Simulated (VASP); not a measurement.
CoSi (zincblende type), 2 atoms in the cell. Symmetry: F-43m, No. 216, cubic system. Conventional cell: a = 4.169 Å, b = 4.169 Å, c = 4.169 Å, α = 90.00°, β = 90.00°, γ = 90.00°. Co (site symmetry -43m) has 4 Si at 1.81 Å within 2.4 Å. Within 2.4 Å of Si (site symmetry -43m) lie 4 Co at 1.81 Å. 

| Item | Value |
| --- | --- |
| Program | VASP 6.6.1 |
| Task | single point |
| Functional | PBE |
| Potentials or basis | VASP PAW PBE potentials, release 64 (Co, Si) |
| Cutoff | 520 eV |
| k mesh | 14 × 14 × 14 |
| Occupations | fermi-dirac, width 0.08 eV |
| Spin | collinear spin, ferromagnetic start |
| Starting moments | [1.7, 0.0] μB |
| Dipole correction | no |
| Further INCAR settings | ALGO = Normal; EDIFF = 1e-06; NBANDS = 18 |

Potentials or basis: VASP PAW PBE potentials, release 64 (Co, Si).

Command:

```bash
$ cat potpaw_PBE.64/Co/POTCAR potpaw_PBE.64/Si/POTCAR > POTCAR
$ mpirun -np 1 vasp_std > vasp.out
```

Hardware: 1 thread of AMD EPYC 7R13 (shared host).

Problem. Estimate the wall time of this run.

Solution. It took 2.2 min on 1 thread of AMD EPYC 7R13, on a shared host, peak memory 0.16 GiB. Counts: scf iterations 13, k points 104.
